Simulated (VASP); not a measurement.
# RhCl2 (P4_2/mnm) in VASP: a series of runs

The runs below take RhCl2 through single point, with PBE.

Program: VASP 6.6.1. These are calculated values, not measurements. Logs are shortened: lines on timing, memory, paths and dates and some standing lists are left out, and cuts for length are marked.

### Step 1. The cell of the first run

It takes space group P4_2/mnm (No. 136, tetragonal). Conventional cell: a = 5.709 Å, b = 5.709 Å, c = 3.741 Å, α = 90.00°, β = 90.00°, γ = 90.00°. Within 3.2 Å of Rh (site symmetry mmm) lie 6 Cl at 2.44 to 2.46 Å. Cl (site symmetry m2m) has 3 Rh at 2.44 to 2.46 Å and 1 Cl at 3.19 Å within 3.2 Å.

### Step 2. Single point, PBE

File INCAR:

```
ALGO = Normal ; EDIFF = 1E-6
ENCUT = 520 ; GGA = PE
ISIF = 2 ; ISMEAR = 1
LASPH = True ; LCHARG = False
LREAL = False ; LWAVE = False
NBANDS = 38 ; NELM = 80
PREC = Accurate ; SIGMA = 0.15
```

File KPOINTS:

```
k-points
0
Gamma
  4 4 6
```

File POSCAR:

```
RhCl2
1.0
    5.7088767037      0.0000000000      0.0000000000
    0.0000000000      5.7088767037      0.0000000000
    0.0000000000      0.0000000000      3.7407536923
Rh Cl
2 4
Direct
    0.0000000000      0.0000000000      0.0000000000
    0.5000000000      0.5000000000      0.5000000000
    0.3026200000      0.3026200000      0.0000000000
    0.6973800000      0.6973800000      0.0000000000
    0.1973800000      0.8026200000      0.5000000000
    0.8026200000      0.1973800000      0.5000000000
```

Potentials or basis: VASP PAW PBE potentials, release 64 (Rh_pv, Cl).

Started as:

```console
$ cat potpaw_PBE.64/Rh_pv/POTCAR potpaw_PBE.64/Cl/POTCAR > POTCAR
$ mpirun -np 1 vasp_std > vasp.out
```

OUTCAR:

```text
EDIFF = 1E-6
   ENCUT = 520
   GGA = PE
   ISIF = 2
   ISMEAR = 1
   LASPH = True
   LREAL = False
   NELM = 80
   PREC = Accurate

 ion  position               nearest neighbor table
   1  0.000  0.000  0.000-   3 2.44   4 2.44   5 2.46   6 2.46   5 2.46   6 2.46
   2  0.500  0.500  0.500-   5 2.44   6 2.44   3 2.46   4 2.46   3 2.46   4 2.46
   3  0.303  0.303  0.000-   1 2.44   2 2.46   2 2.46
   4  0.697  0.697  0.000-   1 2.44   2 2.46   2 2.46
   5  0.197  0.803  0.500-   2 2.44   1 2.46   1 2.46
   6  0.803  0.197  0.500-   2 2.44   1 2.46   1 2.46

  LATTYP: Found a simple tetragonal cell.
 ALAT       =     5.7088767037
 C/A-ratio  =     0.6552521427

  Lattice vectors:

 A1 = (   5.7088767037,   0.0000000000,   0.0000000000)
 A2 = (   0.0000000000,   5.7088767037,   0.0000000000)
 A3 = (   0.0000000000,   0.0000000000,   3.7407536923)

Analysis of symmetry for initial positions (statically):
=====================================================================
 Subroutine PRICEL returns:
 Original cell was already a primitive cell.

 Routine SETGRP: Setting up the symmetry group for a
 simple tetragonal supercell.

 Subroutine GETGRP returns: Found 16 space group operations
 (whereof  8 operations were pure point group operations)
 out of a pool of 16 trial point group operations.

The static configuration has the point symmetry D_2h.
 The point group associated with its full space group is D_4h.

Analysis of symmetry for dynamics (positions and initial velocities):
=====================================================================
 Subroutine PRICEL returns:
 Original cell was already a primitive cell.

 Routine SETGRP: Setting up the symmetry group for a
 simple tetragonal supercell.

 Subroutine GETGRP returns: Found 16 space group operations
 (whereof  8 operations were pure point group operations)
 out of a pool of 16 trial point group operations.

The dynamic configuration has the point symmetry D_2h.
 The point group associated with its full space group is D_4h.

 Subroutine INISYM returns: Found 16 space group operations
 (whereof  8 operations are pure point group operations),
 and found     1 'primitive' translations

----------------------------------------------------------------------------------------

                                     Primitive cell

  volume of cell :     121.9159

  direct lattice vectors                    reciprocal lattice vectors
     5.708876704  0.000000000  0.000000000     0.175165808  0.000000000  0.000000000
     0.000000000  5.708876704  0.000000000     0.000000000  0.175165808  0.000000000
     0.000000000  0.000000000  3.740753692     0.000000000  0.000000000  0.267325807

  length of vectors
     5.708876704  5.708876704  3.740753692     0.175165808  0.175165808  0.267325807

  position of ions in fractional coordinates (direct lattice)
     0.000000000  0.000000000  0.000000000
     0.500000000  0.500000000  0.500000000
     0.302620000  0.302620000  0.000000000
     0.697380000  0.697380000  0.000000000
     0.197380000  0.802620000  0.500000000
     0.802620000  0.197380000  0.500000000

  ion indices of the primitive-cell ions
   primitive index   ion index
                 1           1
                 2           2
                 3           3
                 4           4
                 5           5
                 6           6

----------------------------------------------------------------------------------------

 KPOINTS: k-points

Automatic generation of k-mesh.
 Grid dimensions read from file:
 generate k-points for:    4    4    6

 Generating k-lattice:

  Cartesian coordinates                     Fractional coordinates (reciprocal lattice)
     0.043791452  0.000000000  0.000000000     0.250000000  0.000000000  0.000000000
     0.000000000  0.043791452  0.000000000     0.000000000  0.250000000  0.000000000
     0.000000000  0.000000000  0.044554301     0.000000000  0.000000000  0.166666667

  Length of vectors
     0.043791452  0.043791452  0.044554301

  Shift w.r.t. Gamma in fractional coordinates (k-lattice)
     0.000000000  0.000000000  0.000000000

 Subroutine IBZKPT returns following result:
 ===========================================

 Found     24 irreducible k-points:

 Following reciprocal coordinates:
            Coordinates               Weight
  0.000000  0.000000  0.000000      1.000000
  0.250000  0.000000  0.000000      4.000000
  0.500000  0.000000  0.000000      2.000000
  0.250000  0.250000  0.000000      4.000000
  0.500000  0.250000  0.000000      4.000000
  0.500000  0.500000  0.000000      1.000000
[... 16 lines left out ...]
  0.500000  0.250000  0.500000      4.000000
  0.500000  0.500000  0.500000      1.000000
   k-points           NKPTS =     24   k-points in BZ     NKDIM =     24   number of bands    NBANDS=     38
   number of dos      NEDOS =    301   number of ions     NIONS =      6
   total plane-waves  NPLWV =  49392
   dimension x,y,z NGX =    42 NGY =   42 NGZ =   28
   dimension x,y,z NGXF=    84 NGYF=   84 NGZF=   56
   ions per type =               2   4
   NGX,Y,Z   is equivalent  to a cutoff of  12.23, 12.23, 12.44 a.u.
   NGXF,Y,Z  is equivalent  to a cutoff of  24.46, 24.46, 24.89 a.u.
 SYSTEM =  unknown system
   PREC   = accura    normal or accurate (medium, high low for compatibility)
   ISTART =      0    job   : 0-new  1-cont  2-samecut
   ICHARG =      2    charge: 1-file 2-atom 10-const
   ISPIN  =      1    spin polarized calculation?
   LNONCOLLINEAR =      F non collinear calculations
   LSORBIT =      F    spin-orbit coupling
   LASPH  =      T    aspherical Exc in radial PAW
   ENCUT  =  520.0 eV  38.22 Ry    6.18 a.u.  10.61 10.61  6.96*2*pi/ulx,y,z
   NELM   =     80;   NELMIN=  2; NELMDL= -5     # of ELM steps
   EDIFF  = 0.1E-05   stopping-criterion for ELM
   LREAL  =      F    real-space projection
   EDIFFG = 0.1E-04   stopping-criterion for IOM
   NSW    =      0    number of steps for IOM
   IBRION =     -1    ionic relax: 0-MD 1-quasi-New 2-CG
   NFREE  =      0    steps in history (QN), initial steepest desc. (CG)
   ISIF   =      2    stress and relaxation
   ISYM   =      2    0-nonsym 1-usesym 2-fastsym
   POTIM  = 0.5000    time-step for ionic-motion
   TEBEG  =    0.0;   TEEND  =   0.0 temperature during run
   PSTRESS=    0.0 pullay stress
   NELECT =      58.0000    total number of electrons
   NUPDOWN=      -1.0000    fix difference up-down
   EMIN   =  10.00;   EMAX   =-10.00  energy-range for DOS
   EFERMI =   0.00;   METHOD = LEGACY
   ISMEAR =     1;   SIGMA  =   0.15  broadening in eV -4-tet -1-fermi 0-gaus
   EFERMI_NEDOS =   21; number of points for ismear=-14 and -15
   IALGO  =     38    algorithm
   IMIX   =      4    mixing-type and parameters
     AMIX     =   0.40;   BMIX     =  1.00
     AMIX_MAG =   1.60;   BMIX_MAG =  1.00
  volume/ion in A,a.u.               =      20.32       137.12
  Fermi-wavevector in a.u.,A,eV,Ry     =   1.277999  2.415069 22.222160  1.633283
  Thomas-Fermi vector in A             =   2.410567
   LORBIT       =      0    0 simple, 1 ext, 2 COOP (PROOUT), +10 PAW based schemes
   GGA     = PE    functional components
   LHFCALC =     F    Hartree Fock is set to
   AEXX    =    0.0000 exact exchange contribution
   IVDW    =     0    specifies the selected vdW correction
   LEPSILON=     F    determine dielectric tensor
   LRPA    =     F    only Hartree local field effects (RPA)
 non-spin polarized calculation
 Methfessel and Paxton  Order N= 1 SIGMA  =   0.15
  energy-cutoff  :      520.00
  volume of cell :      121.92
 maximum number of plane-waves:      3304
   NGX = 21   NGY = 21   NGZ = 13

 number of electron      58.0000011 magnetization

 Free energy of the ion-electron system (eV)
  ---------------------------------------------------
  ext. energy  EPLUGINS =         0.00000000
  ---------------------------------------------------
  free energy    TOTEN  =       -24.05704073 eV

  energy without entropy =      -24.05929425  energy(sigma->0) =      -24.05779190

 E-fermi :   4.8188     XC(G=0):  -9.9505

 val. band max:        4.7561545942   @ k =   0.0000   0.0000   0.3333
 cond. band min:       4.8203035169   @ k =   0.2500   0.2500   0.1667
 fundamental gap:      0.0641489227
 Fermi energy:         4.8187686525

 k-point     1 :       0.0000    0.0000    0.0000
  band No.  band energies     occupation
      1     -41.4988      2.00000
      2     -41.4983      2.00000
      3     -41.2966      2.00000
      4     -41.2966      2.00000
      5     -41.2891      2.00000
      6     -41.2891      2.00000
[... 30 lines left out ...]
     37      11.6584      0.00000
     38      12.4244      0.00000

 k-point     2 :       0.2500    0.0000    0.0000
  band No.  band energies     occupation
      1     -41.4987      2.00000
      2     -41.4983      2.00000
      3     -41.2965      2.00000
      4     -41.2965      2.00000
      5     -41.2892      2.00000
      6     -41.2892      2.00000
[... 30 lines left out ...]
     37      12.5673      0.00000
     38      13.0462      0.00000

 k-point     3 :       0.5000    0.0000    0.0000
  band No.  band energies     occupation
      1     -41.4985      2.00000
      2     -41.4985      2.00000
      3     -41.2964      2.00000
      4     -41.2964      2.00000
      5     -41.2893      2.00000
      6     -41.2893      2.00000
[... 30 lines left out ...]
     37      13.2803      0.00000
     38      13.2803      0.00000

 k-point     4 :       0.2500    0.2500    0.0000
  band No.  band energies     occupation
      1     -41.4987      2.00000
      2     -41.4984      2.00000
      3     -41.2966      2.00000
      4     -41.2964      2.00000
      5     -41.2893      2.00000
      6     -41.2891      2.00000
[... 30 lines left out ...]
     37      13.0367      0.00000
     38      13.4423      0.00000
[... 703 lines left out ...]
      4     -41.2957      2.00000
      5     -41.2876      2.00000
      6     -41.2876      2.00000
[... 30 lines left out ...]
     37      13.1485      0.00000
     38      13.5367      0.00000

 k-point    23 :       0.5000    0.2500    0.5000
  band No.  band energies     occupation
      1     -41.5100      2.00000
      2     -41.5100      2.00000
      3     -41.2958      2.00000
      4     -41.2958      2.00000
      5     -41.2876      2.00000
      6     -41.2876      2.00000
[... 30 lines left out ...]
     37      13.7109      0.00000
     38      13.7110      0.00000

 k-point    24 :       0.5000    0.5000    0.5000
  band No.  band energies     occupation
      1     -41.5100      2.00000
      2     -41.5100      2.00000
      3     -41.2958      2.00000
      4     -41.2958      2.00000
      5     -41.2876      2.00000
      6     -41.2876      2.00000
[... 30 lines left out ...]
     37      13.6153      0.00000
     38      13.6153      0.00000

------------------------ aborting loop because EDIFF is reached ----------------------------------------

  FORCE on cell =-STRESS in cart. coord.  units (eV):
  Direction    XX          YY          ZZ          XY          YZ          ZX
  --------------------------------------------------------------------------------------
  -------------------------------------------------------------------------------------
  Total       -1.0359207     -1.0359207     -1.3388357      0.0000000      0.0000000      0.0000000
  in kB      -13.6137144    -13.6137144    -17.5945208      0.0000000      0.0000000      0.0000000
  external PRESSURE =     -14.9406498 kB  Pullay stress =       0.0000000 kB

 VOLUME and BASIS-vectors are now :
 -----------------------------------------------------------------------------
  energy-cutoff  :      520.00
  volume of cell :      121.92
      direct lattice vectors                 reciprocal lattice vectors
     5.708876704  0.000000000  0.000000000     0.175165808  0.000000000  0.000000000
     0.000000000  5.708876704  0.000000000     0.000000000  0.175165808  0.000000000
     0.000000000  0.000000000  3.740753692     0.000000000  0.000000000  0.267325807

 POSITION                                       TOTAL-FORCE (eV/Angst)
 -----------------------------------------------------------------------------------
      0.00000      0.00000      0.00000         0.000000      0.000000      0.000000
      2.85444      2.85444      1.87038         0.000000      0.000000      0.000000
      1.72762      1.72762      0.00000         0.075697      0.075697     -0.000000
      3.98126      3.98126      0.00000        -0.075697     -0.075697      0.000000
      1.12682      4.58206      1.87038        -0.075697      0.075697     -0.000000
      4.58206      1.12682      1.87038         0.075697     -0.075697      0.000000
 -----------------------------------------------------------------------------------
    total drift:                                0.000000     -0.000000     -0.000000

  FREE ENERGIE OF THE ION-ELECTRON SYSTEM (eV)
  ---------------------------------------------------
  free  energy   TOTEN  =       -24.0570407273 eV

  energy  without entropy=      -24.0592942474  energy(sigma->0) =      -24.05779190
```

Wall time 81 s (1 thread of Oxide Virtual Turin-like, shared host); peak memory 0.22 GiB.

What came out:

- Free energy: -24.0570 eV
- Pressure: -1.5 GPa
- Largest force: 0.107 eV/Å
- Band gap on the k mesh: zero (band 29 reaches 5.57 eV, above the bottom of band 30 at 4.33 eV)

Forces in eV/Å, atoms in the order of the input:
```
Rh   0.000  0.000  0.000
Rh   0.000  0.000  0.000
Cl   0.076  0.076  0.000
Cl  -0.076 -0.076  0.000
Cl  -0.076  0.076  0.000
Cl   0.076 -0.076  0.000
```

Stress tensor (GPa, compression positive):
```
-1.36  0.00  0.00
 0.00 -1.36  0.00
 0.00  0.00 -1.76
```

Levels at points of the mesh, in eV from the Fermi level:
```
           k point  band 25  band 26  band 27  band 28  band 29  band 30  band 31  band 32  band 33  band 34
(0.00, 0.00, 0.00)    -1.84    -1.84    -1.61    -0.82    -0.20     1.09     1.09     2.01     3.72     5.52
(0.50, 0.00, 0.00)    -1.40    -1.40    -0.80    -0.80     0.75     0.75     0.84     0.84     5.69     5.69
(0.50, 0.50, 0.00)    -1.83    -1.83    -0.51    -0.51     0.17     0.17     1.07     1.07     6.36     6.36
(0.00, 0.00, 0.50)    -1.09    -1.09    -0.70    -0.70     0.08     0.08     0.35     0.35     6.17     6.17
(0.50, 0.00, 0.50)    -1.48    -1.48    -0.67    -0.67    -0.48    -0.48     1.68     1.68     6.68     6.68
(0.50, 0.50, 0.50)    -1.27    -1.27    -1.12    -1.12     0.37     0.37     0.53     0.53     4.99     4.99
```

### Step 3. Single point, PBE

This run uses another cell than the first one, of 20.92 Å³/atom, 1.030 times its volume.

File INCAR:

```
PREC     = Accurate       # precision mode
ENCUT    = 520            # plane-wave cutoff, eV
EDIFF    = 1E-6           # SCF threshold, eV
ISMEAR   = 1              # smearing method
SIGMA    = 0.15           # smearing width, eV
LREAL    = F              # projectors in reciprocal space
LASPH    = T              # aspherical terms in the spheres
NELM     = 100            # most SCF steps
ALGO     = Normal         # electronic algorithm
ISIF     = 2              # what is computed and relaxed
LWAVE    = F              # write WAVECAR
LCHARG   = F              # write CHGCAR
GGA      = PE             # functional
NBANDS   = 38             # bands
```

File KPOINTS:

```
Automatic mesh
0
Gamma
  4 4 6
```

POSCAR: that of step 2 with these lines changed.

```diff
@@ -2,5 +2,5 @@
 1.0
-    5.7088767037      0.0000000000      0.0000000000
-    0.0000000000      5.7088767037      0.0000000000
-    0.0000000000      0.0000000000      3.7407536923
+    5.7648496524      0.0000000000      0.0000000000
+    0.0000000000      5.7648496524      0.0000000000
+    0.0000000000      0.0000000000      3.7774300869
 Rh Cl
```

Potentials or basis: VASP PAW PBE potentials, release 64 (Rh_pv, Cl).

Started as:

```console
$ cat potpaw_PBE.64/Rh_pv/POTCAR potpaw_PBE.64/Cl/POTCAR > POTCAR
$ mpirun -np 1 vasp_std > vasp.out
```

Wall time 1.7 min (1 thread of Oxide Virtual Turin-like, shared host); peak memory 0.25 GiB.

Results (log left out):

| Item | Value |
| --- | --- |
| Free energy | -24.0018 eV |
| Pressure | -3.5 GPa |
| Largest force | 0.152 eV/Å |
| Band gap on the k mesh | zero (band 29 reaches 5.17 eV, above the bottom of band 30 at 3.98 eV) |

Forces on the atoms (eV/Å):
```
Rh   0.000  0.000  0.000
Rh   0.000  0.000  0.000
Cl   0.107  0.107  0.000
Cl  -0.107 -0.107  0.000
Cl  -0.107  0.107  0.000
Cl   0.107 -0.107  0.000
```

Stress tensor (GPa, compression positive):
```
-3.21  0.00  0.00
 0.00 -3.21  0.00
 0.00  0.00 -4.07
```

Levels at points of the mesh, in eV from the Fermi level:
| k point | band 27 | band 28 | band 29 | band 30 | band 31 | band 32 |
| --- | --- | --- | --- | --- | --- | --- |
| (0.00, 0.00, 0.00) | -1.51 | -0.79 | -0.18 | 1.05 | 1.05 | 1.92 |
| (0.50, 0.00, 0.00) | -0.75 | -0.75 | 0.73 | 0.73 | 0.80 | 0.80 |
| (0.50, 0.50, 0.00) | -0.47 | -0.47 | 0.15 | 0.15 | 1.03 | 1.03 |
| (0.00, 0.00, 0.50) | -0.66 | -0.66 | 0.09 | 0.09 | 0.33 | 0.33 |
| (0.50, 0.00, 0.50) | -0.65 | -0.65 | -0.45 | -0.45 | 1.61 | 1.61 |
| (0.50, 0.50, 0.50) | -1.05 | -1.05 | 0.34 | 0.34 | 0.52 | 0.52 |

### Step 4. Single point, PBE

This run uses another cell than the first one, of 21.53 Å³/atom, 1.059 times its volume.

File INCAR:

```
PREC     = Accurate       # precision mode
ENCUT    = 520            # plane-wave cutoff, eV
EDIFF    = 1E-6           # SCF threshold, eV
ISMEAR   = 1              # smearing method
SIGMA    = 0.15           # smearing width, eV
LREAL    = False          # projectors in reciprocal space
LASPH    = True           # aspherical terms in the spheres
NELM     = 100            # most SCF steps
ALGO     = Normal         # electronic algorithm
ISIF     = 2              # what is computed and relaxed
LWAVE    = False          # write WAVECAR
LCHARG   = True           # write CHGCAR
GGA      = PE             # functional
LELF     = True           # ELF
LVHAR    = True         
NBANDS   = 38             # bands
```

KPOINTS is that of step 3.

POSCAR: that of step 3 with these lines changed.

```diff
@@ -2,5 +2,5 @@
 1.0
-    5.7648496524      0.0000000000      0.0000000000
-    0.0000000000      5.7648496524      0.0000000000
-    0.0000000000      0.0000000000      3.7774300869
+    5.8197562870      0.0000000000      0.0000000000
+    0.0000000000      5.8197562870      0.0000000000
+    0.0000000000      0.0000000000      3.8134077769
 Rh Cl
```

Started as:

```console
$ cat potpaw_PBE.64/Rh_pv/POTCAR potpaw_PBE.64/Cl/POTCAR > POTCAR
$ mpirun -np 1 vasp_std > vasp.out
```

It took 2.4 min on 1 thread of Oxide Virtual Turin-like, shared host; peak memory 0.25 GiB.

The run converged. Its results:

```
Free energy            : -23.9053 eV
Pressure               : -5.2 GPa
Largest force          : 0.191 eV/Å
Band gap on the k mesh : zero (band 29 reaches 4.78 eV, above the bottom of band 30 at 3.64 eV)
```

Forces in eV/Å, atoms in the order of the input:
```
Rh   0.000  0.000  0.000
Rh   0.000  0.000  0.000
Cl   0.135  0.135  0.000
Cl  -0.135 -0.135  0.000
Cl  -0.135  0.135  0.000
Cl   0.135 -0.135  0.000
```

Stress tensor (GPa, compression positive):
```
-4.74  0.00  0.00
 0.00 -4.74  0.00
 0.00  0.00 -5.99
```

Levels at points of the mesh, in eV from the Fermi level:
| k point | band 27 | band 28 | band 29 | band 30 | band 31 | band 32 |
| --- | --- | --- | --- | --- | --- | --- |
| (0.00, 0.00, 0.00) | -1.42 | -0.76 | -0.16 | 1.01 | 1.01 | 1.84 |
| (0.50, 0.00, 0.00) | -0.69 | -0.69 | 0.72 | 0.72 | 0.76 | 0.76 |
| (0.50, 0.50, 0.00) | -0.44 | -0.44 | 0.14 | 0.14 | 0.99 | 0.99 |
| (0.00, 0.00, 0.50) | -0.62 | -0.62 | 0.11 | 0.11 | 0.31 | 0.31 |
| (0.50, 0.00, 0.50) | -0.63 | -0.63 | -0.43 | -0.43 | 1.55 | 1.55 |
| (0.50, 0.50, 0.50) | -0.98 | -0.98 | 0.32 | 0.32 | 0.51 | 0.51 |

### Step 5. The runs side by side

```tsv
cell	gap on the mesh (eV)	pressure (GPa)	largest force (eV/Å)
a = 5.709, b = 5.709, c = 3.741 Å, 6 atoms	none	-1.5	0.11
a = 5.765, b = 5.765, c = 3.777 Å, 6 atoms	none	-3.5	0.15
a = 5.820, b = 5.820, c = 3.813 Å, 6 atoms	none	-5.2	0.19
```

Alike in all rows: task single point; level PBE; potentials or basis VASP PAW PBE potentials, release 64 (Rh_pv, Cl); no spin polarisation; k mesh 4 × 4 × 6; cutoff (eV) 520; smearing methfessel-paxton 0.15 eV.

Total energies depend on the potentials used, so only differences within one code and one set of settings carry meaning.
